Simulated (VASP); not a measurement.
# C (Fd-3m) in VASP: a series of runs, part 2 of 2

VASP 6.6.1. Earlier steps stand in the parts before.

### Step 3. G0W0 quasiparticle levels, PBE

This run uses another cell than the first one, of 5.47 Å³/atom.

POSCAR

```
C
1.0
    0.0000000000      1.7623229011      1.7623229011
    1.7623229011      0.0000000000      1.7623229011
    1.7623229011      1.7623229011      0.0000000000
C
2
Direct
    0.0000000000      0.0000000000      0.0000000000
    0.2500000000      0.2500000000      0.2500000000
```

INCAR.step1

```
PREC = Accurate
ENCUT = 500
EDIFF = 1E-8
ISMEAR = 0
SIGMA = 0.01
LREAL = False
LASPH = True
NELM = 100
ALGO = Normal
LWAVE = True
LCHARG = False
GGA = PE
```

INCAR.step2

```
PREC = Accurate
ENCUT = 500
EDIFF = 1E-8
ISMEAR = 0
SIGMA = 0.01
LREAL = False
LASPH = True
NELM = 1
ALGO = Exact
LWAVE = True
LCHARG = False
GGA = PE
NBANDS = 49
LOPTICS = True
ISTART = 1
```

INCAR.step3

```
PREC = Accurate
ENCUT = 500
EDIFF = 1E-8
ISMEAR = 0
SIGMA = 0.01
LREAL = False
LASPH = True
ALGO = EVGW0
LWAVE = False
LCHARG = False
GGA = PE
NELMGW = 1
NBANDS = 49
ENCUTGW = 150.0
NOMEGA = 96
PRECFOCK = Fast
ISTART = 1
NBANDSGW = 12
OMEGAMAX = 30
```

KPOINTS

```
Automatic mesh
0
Gamma
  6 6 6
```

Potentials or basis: VASP PAW PBE potentials, release 64 (C_GW).

On the command line:

```console
$ cat potpaw_PBE.64/C_GW/POTCAR > POTCAR
$ cp INCAR.step1 INCAR
$ mpirun -np 1 vasp_std > vasp.out
$ cp INCAR.step2 INCAR
$ mpirun -np 1 vasp_std > vasp.out
$ cp INCAR.step3 INCAR
$ mpirun -np 1 vasp_std > vasp.out
```

OUTCAR:

```text
PREC = Accurate
   ENCUT = 500
   EDIFF = 1E-8
   ISMEAR = 0
   LREAL = False
   LASPH = True
   GGA = PE
   NELMGW = 1
   ENCUTGW = 150.0
   PRECFOCK = Fast
   ISTART = 1

 ion  position               nearest neighbor table
   1  0.000  0.000  0.000-   2 1.53   2 1.53   2 1.53   2 1.53
   2  0.250  0.250  0.250-   1 1.53   1 1.53   1 1.53   1 1.53

  LATTYP: Found a face centered cubic cell.
 ALAT       =     3.5246458022

  Lattice vectors:

 A1 = (   0.0000000000,   1.7623229011,   1.7623229011)
 A2 = (   1.7623229011,   0.0000000000,   1.7623229011)
 A3 = (   1.7623229011,   1.7623229011,   0.0000000000)

Analysis of symmetry for initial positions (statically):
=====================================================================
 Subroutine PRICEL returns:
 Original cell was already a primitive cell.

 Routine SETGRP: Setting up the symmetry group for a
 face centered cubic supercell.

 Subroutine GETGRP returns: Found 48 space group operations
 (whereof 24 operations were pure point group operations)
 out of a pool of 48 trial point group operations.

The static configuration has the point symmetry T_d .
 The point group associated with its full space group is O_h .

Analysis of symmetry for dynamics (positions and initial velocities):
=====================================================================
 Subroutine PRICEL returns:
 Original cell was already a primitive cell.

 Routine SETGRP: Setting up the symmetry group for a
 face centered cubic supercell.

 Subroutine GETGRP returns: Found 48 space group operations
 (whereof 24 operations were pure point group operations)
 out of a pool of 48 trial point group operations.

The dynamic configuration has the point symmetry T_d .
 The point group associated with its full space group is O_h .

 Subroutine INISYM returns: Found 48 space group operations
 (whereof 24 operations are pure point group operations),
 and found     1 'primitive' translations

----------------------------------------------------------------------------------------

                                     Primitive cell

  volume of cell :      10.9468

  direct lattice vectors                    reciprocal lattice vectors
     0.000000000  1.762322901  1.762322901    -0.283716452  0.283716452  0.283716452
     1.762322901  0.000000000  1.762322901     0.283716452 -0.283716452  0.283716452
     1.762322901  1.762322901  0.000000000     0.283716452  0.283716452 -0.283716452

  length of vectors
     2.492300948  2.492300948  2.492300948     0.491411309  0.491411309  0.491411309

  position of ions in fractional coordinates (direct lattice)
     0.000000000  0.000000000  0.000000000
     0.250000000  0.250000000  0.250000000

  ion indices of the primitive-cell ions
   primitive index   ion index
                 1           1
                 2           2
[... 20 lines left out ...]
     0.000000000  0.000000000  0.000000000

 Subroutine IBZKPT returns following result:
 ===========================================

 Found     16 irreducible k-points:

 Following reciprocal coordinates:
            Coordinates               Weight
  0.000000  0.000000  0.000000      1.000000
  0.166667  0.000000  0.000000      8.000000
  0.333333  0.000000  0.000000      8.000000
  0.500000  0.000000  0.000000      4.000000
  0.166667  0.166667  0.000000      6.000000
  0.333333  0.166667  0.000000     24.000000
[... 8 lines left out ...]
 -0.333333  0.333333  0.166667     24.000000
 -0.333333  0.500000  0.166667     12.000000
   k-points           NKPTS =     16   k-points in BZ     NKDIM =    216   number of bands    NBANDS=     49
   number of dos      NEDOS =    301   number of ions     NIONS =      2
   total plane-waves  NPLWV =   5832
   dimension x,y,z NGX =    18 NGY =   18 NGZ =   18
   dimension x,y,z NGXF=    36 NGYF=   36 NGZF=   36
   ions per type =               2
   NGX,Y,Z   is equivalent  to a cutoff of  12.01, 12.01, 12.01 a.u.
   NGXF,Y,Z  is equivalent  to a cutoff of  24.01, 24.01, 24.01 a.u.
 SYSTEM =  unknown system
   PREC   = accura    normal or accurate (medium, high low for compatibility)
   ISTART =      1    job   : 0-new  1-cont  2-samecut
   ICHARG =      0    charge: 1-file 2-atom 10-const
   ISPIN  =      1    spin polarized calculation?
   LNONCOLLINEAR =      F non collinear calculations
   LSORBIT =      F    spin-orbit coupling
   LASPH  =      T    aspherical Exc in radial PAW
   ENCUT  =  500.0 eV  36.75 Ry    6.06 a.u.   4.54  4.54  4.54*2*pi/ulx,y,z
   NELM   =     60;   NELMIN=  2; NELMDL=  0     # of ELM steps
   EDIFF  = 0.1E-07   stopping-criterion for ELM
   LREAL  =      F    real-space projection
   EDIFFG = 0.1E-06   stopping-criterion for IOM
   NSW    =      0    number of steps for IOM
   IBRION =     -1    ionic relax: 0-MD 1-quasi-New 2-CG
   NFREE  =      0    steps in history (QN), initial steepest desc. (CG)
   ISIF   =      0    stress and relaxation
   ISYM   =      3    0-nonsym 1-usesym 2-fastsym
   POTIM  = 0.5000    time-step for ionic-motion
   TEBEG  =    0.0;   TEEND  =   0.0 temperature during run
   PSTRESS=    0.0 pullay stress
   NELECT =       8.0000    total number of electrons
   NUPDOWN=      -1.0000    fix difference up-down
   EMIN   =  10.00;   EMAX   =-10.00  energy-range for DOS
   EFERMI =   0.00;   METHOD = LEGACY
   ISMEAR =     0;   SIGMA  =   0.01  broadening in eV -4-tet -1-fermi 0-gaus
   EFERMI_NEDOS =   21; number of points for ismear=-14 and -15
   IALGO  =     38    algorithm
   IMIX   =      4    mixing-type and parameters
     AMIX     =   0.40;   BMIX     =  1.00
     AMIX_MAG =   1.60;   BMIX_MAG =  1.00
  volume/ion in A,a.u.               =       5.47        36.94
  Fermi-wavevector in a.u.,A,eV,Ry     =   1.474606  2.786601 29.585365  2.174463
  Thomas-Fermi vector in A             =   2.589357
   LORBIT       =      0    0 simple, 1 ext, 2 COOP (PROOUT), +10 PAW based schemes
   GGA     = PE    functional components
   LHFCALC =     T    Hartree Fock is set to
   PRECFOCK=fast      Normal, Fast or Accurate (Low or Medium for compatibility)
   ENCUT4O =  -1.0   cutoff for four orbital integrals eV
   NKREDX  =     1    reduce k-point grid by
   NKREDY  =     1    reduce k-point grid by
   NKREDZ  =     1    reduce k-point grid by
   AEXX    =    1.0000 exact exchange contribution
   HFSCREEN=    0.0000 screening length (either q_TF or 0.3 A-1)
   HFSCREENC=   0.0000 screening length for correlation (either q_TF or 0.3 A-1)
   ENCUTFOCK=  -1.0 apply spherical cutoff to Coloumb kernel
   IVDW    =     0    specifies the selected vdW correction
   LEPSILON=     F    determine dielectric tensor
   LRPA    =     F    only Hartree local field effects (RPA)
   LRPAFORCE           =     F    calculate RPA forces
   ENCUTGW             = 150.0    cutoff for response function in eV
   ENCUTGWSOFT         = 120.0    soft cutoff for Coulomb kernel in GW response function in eV
   ENCUTLF             =  -1.0    cutoff for local field effects
   NELMGW              =     1    number of iterations in solving QP/BSE equation
   NELMHF              =     1    number of iterations in the inner HF iteration
   NKREDLFX            =     1    NKREDLFY  =   1   NKREDLFZ  =   1
 non-spin polarized calculation
 Gauss-broadening in eV      SIGMA  =   0.01
  energy-cutoff  :      500.00
  volume of cell :       10.95
 maximum number of plane-waves:       291
  NGX = 12; NGY = 12; NGZ = 12
   NGX =  9   NGY =  9   NGZ =  9
 maximum number of plane-waves:        59

 QP shifts <psi_nk| G(iteration)W_0 |psi_nk>: iteration 1
 for sc-GW calculations column KS-energies equals QP-energies in previous step
 and V_xc(KS)=  KS-energies - (<T + V_ion + V_H > + <T+V_H+V_ion>^1  + <V_x>^1)

 k-point   1 :       0.0000    0.0000    0.0000
  band No.  KS-energies  QP-energies   sigma(KS)   V_xc(KS)     V^pw_x(r,r')   Z            occupation Imag(sigma)

      1     -11.6716     -13.2424     -16.9464     -14.8911     -25.6503       0.7642       2.0000       1.3355
      2      10.2875       9.7767     -17.5439     -16.9282     -19.3587       0.8296       2.0000       0.0350
      3      10.2875       9.7767     -17.5439     -16.9282     -19.3587       0.8296       2.0000       0.0350
      4      10.2875       9.7767     -17.5439     -16.9282     -19.3587       0.8296       2.0000       0.0350
      5      15.9778      17.1713     -14.1965     -15.6377      -9.4139       0.8281       0.0000      -0.0576
      6      15.9778      17.1713     -14.1965     -15.6377      -9.4139       0.8281       0.0000      -0.0576
      7      15.9778      17.1713     -14.1965     -15.6377      -9.4139       0.8281       0.0000      -0.0576
      8      24.4356      25.5447     -14.9747     -16.4156      -7.6748       0.7697       0.0000      -0.1522
      9      30.0457      30.4506     -11.5519     -12.0518      -4.4091       0.8101       0.0000      -0.3164
     10      37.2203      38.3507     -12.7036     -14.0637      -6.0107       0.8311       0.0000      -0.5113
     11      37.2203      38.3507     -12.7036     -14.0637      -6.0107       0.8311       0.0000      -0.5113
     12      38.2319      38.7885     -11.0163     -11.6863      -3.3364       0.8308       0.0000      -0.9869
[... 228 lines left out ...]
      1      -2.1543      -3.4390     -17.6035     -15.9011     -23.5464       0.7546       2.0000       0.2680
      2      -2.1543      -3.4390     -17.6035     -15.9011     -23.5464       0.7546       2.0000       0.2680
      3       2.1940       1.1213     -16.5884     -15.2389     -20.4767       0.7949       2.0000       0.0899
      4       2.1940       1.1213     -16.5884     -15.2389     -20.4767       0.7949       2.0000       0.0899
      5      18.6755      19.6115     -13.1941     -14.3280      -7.6916       0.8255       0.0000      -0.0736
      6      18.6755      19.6115     -13.1941     -14.3280      -7.6916       0.8255       0.0000      -0.0736
      7      25.2699      26.7368     -14.4515     -16.3470      -6.9961       0.7738       0.0000      -0.1786
      8      25.2699      26.7368     -14.4515     -16.3470      -6.9961       0.7738       0.0000      -0.1786
      9      32.5625      33.8465     -13.8064     -15.4460      -5.5475       0.7831       0.0000      -0.5108
     10      32.5625      33.8465     -13.8064     -15.4460      -5.5475       0.7831       0.0000      -0.5108
     11      41.5656      42.5265     -12.3777     -13.5796      -4.3182       0.7994       0.0000      -0.9620
     12      41.5656      42.5265     -12.3777     -13.5796      -4.3182       0.7994       0.0000      -0.9620
```

Run time: 25 s. Hardware: 1 thread of Intel Xeon 6975P-C (Granite Rapids), shared host; peak memory 0.2 GiB.

What came out:

| Property | Result |
| --- | --- |
| Quasiparticle gap | 5.51 eV |
| Least direct quasiparticle gap | 7.39 eV |
| Band gap of the starting levels on the mesh | 4.24 eV |
| Least direct gap of the starting levels on the mesh | 5.69 eV |

Caveat: the k points lie up to 0.51 Å⁻¹ apart; the cutoff is under 1.25 times the usual one of these potentials, so pressure, stress and relaxed cells hold a basis-set (Pulay) error; bands, screening cutoff and mesh are small and nothing is extrapolated, so the quasiparticle values aren't converged.
